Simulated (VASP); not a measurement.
Input of a VASP 6.6.1 run:

INCAR

```
SYSTEM = Ni
ALGO = Normal ; EDIFF = 1E-6
ENCUT = 540 ; GGA = PE
GGA_COMPAT = .False. ; ISMEAR = 2
ISPIN = 2 ; LASPH = .True.
LCHARG = .False. ; LDAU = .True.
LDAUJ = 0 ; LDAUL = 2
LDAUTYPE = 2 ; LDAUU = 4
LMAXMIX = 4 ; LORBIT = 11
LREAL = .False. ; LWAVE = .False.
MAGMOM = 1 ; NBANDS = 31
NELM = 200 ; PREC = Accurate
SIGMA = 0.05
```

Contents of KPOINTS:

```
Automatic mesh
0
Gamma
  31 31 31
  0 0 0
```

KPOINTS_OPT

```
path GHNGPH,PN
12
line-mode
reciprocal
 0.0000000000  0.0000000000  0.0000000000  G
 0.5000000000 -0.5000000000  0.5000000000  H

 0.5000000000 -0.5000000000  0.5000000000  H
 0.0000000000  0.0000000000  0.5000000000  N

 0.0000000000  0.0000000000  0.5000000000  N
 0.0000000000  0.0000000000  0.0000000000  G

 0.0000000000  0.0000000000  0.0000000000  G
 0.2500000000  0.2500000000  0.2500000000  P

 0.2500000000  0.2500000000  0.2500000000  P
 0.5000000000 -0.5000000000  0.5000000000  H

 0.2500000000  0.2500000000  0.2500000000  P
 0.0000000000  0.0000000000  0.5000000000  N
```

File POSCAR:

```
Ni
1.0
   -1.3837154700      1.3837154700      1.3837154700
    1.3837154700     -1.3837154700      1.3837154700
    1.3837154700      1.3837154700     -1.3837154700
Ni
1
Direct
    0.0000000000      0.0000000000      0.0000000000
```

Potentials or basis: VASP PAW PBE potentials, release 64 (Ni).

Run with:

```sh
$ cat potpaw_PBE.64/Ni/POTCAR > POTCAR
$ mpirun -np 1 vasp_std > vasp.out
```

Question: What does it give for the site moments?

Answer: Ni +0.66 μB.

Question: Predict the net moment.

Answer: 0.64 μB per cell.

Question: What does it give for the band gap along the path?

Answer: Zero within the smearing.

Question: Predict the pressure.

Answer: -0.9 GPa.

Levels at the corners of the path, in eV from the Fermi level:
Spin up:
```tsv
point	band 1	band 2	band 3	band 4	band 5	band 6	band 7	band 8	band 9	band 10
Γ	-8.46	-3.20	-3.20	-3.20	-1.55	-1.55	27.33	27.33	27.33	31.04
H	-5.00	-5.00	-1.06	-1.06	-1.06	10.57	10.57	10.57	15.07	15.07
H	-5.00	-5.00	-1.06	-1.06	-1.06	10.57	10.57	10.57	15.07	15.07
N	-5.30	-4.15	-1.67	-1.40	-0.83	0.86	6.63	19.96	21.06	22.73
N	-5.30	-4.15	-1.67	-1.40	-0.83	0.86	6.63	19.96	21.06	22.73
Γ	-8.46	-3.20	-3.20	-3.20	-1.55	-1.55	27.33	27.33	27.33	31.04
Γ	-8.46	-3.20	-3.20	-3.20	-1.55	-1.55	27.33	27.33	27.33	31.04
P	-3.88	-3.88	-3.88	-1.37	-1.37	8.38	8.38	8.38	10.96	41.82
P	-3.88	-3.88	-3.88	-1.37	-1.37	8.38	8.38	8.38	10.96	41.82
H	-5.00	-5.00	-1.06	-1.06	-1.06	10.57	10.57	10.57	15.07	15.07
P	-3.88	-3.88	-3.88	-1.37	-1.37	8.38	8.38	8.38	10.96	41.82
N	-5.30	-4.15	-1.67	-1.40	-0.83	0.86	6.63	19.96	21.06	22.73
```
Spin down:
| point | band 3 | band 4 | band 5 | band 6 | band 7 | band 8 |
| --- | --- | --- | --- | --- | --- | --- |
| Γ | -1.43 | -1.43 | -1.05 | -1.05 | 27.13 | 27.13 |
| H | 0.83 | 0.83 | 0.83 | 10.56 | 10.56 | 10.56 |
| H | 0.83 | 0.83 | 0.83 | 10.56 | 10.56 | 10.56 |
| N | -0.88 | -0.73 | 0.75 | 1.08 | 7.39 | 19.80 |
| N | -0.88 | -0.73 | 0.75 | 1.08 | 7.39 | 19.80 |
| Γ | -1.43 | -1.43 | -1.05 | -1.05 | 27.13 | 27.13 |
| Γ | -1.43 | -1.43 | -1.05 | -1.05 | 27.13 | 27.13 |
| P | -2.47 | -0.85 | -0.85 | 8.99 | 8.99 | 8.99 |
| P | -2.47 | -0.85 | -0.85 | 8.99 | 8.99 | 8.99 |
| H | 0.83 | 0.83 | 0.83 | 10.56 | 10.56 | 10.56 |
| P | -2.47 | -0.85 | -0.85 | 8.99 | 8.99 | 8.99 |
| N | -0.88 | -0.73 | 0.75 | 1.08 | 7.39 | 19.80 |

Caveat: the U is typed as a test and isn't derived for this compound. The state reached can hang on the start; a lower one may exist.
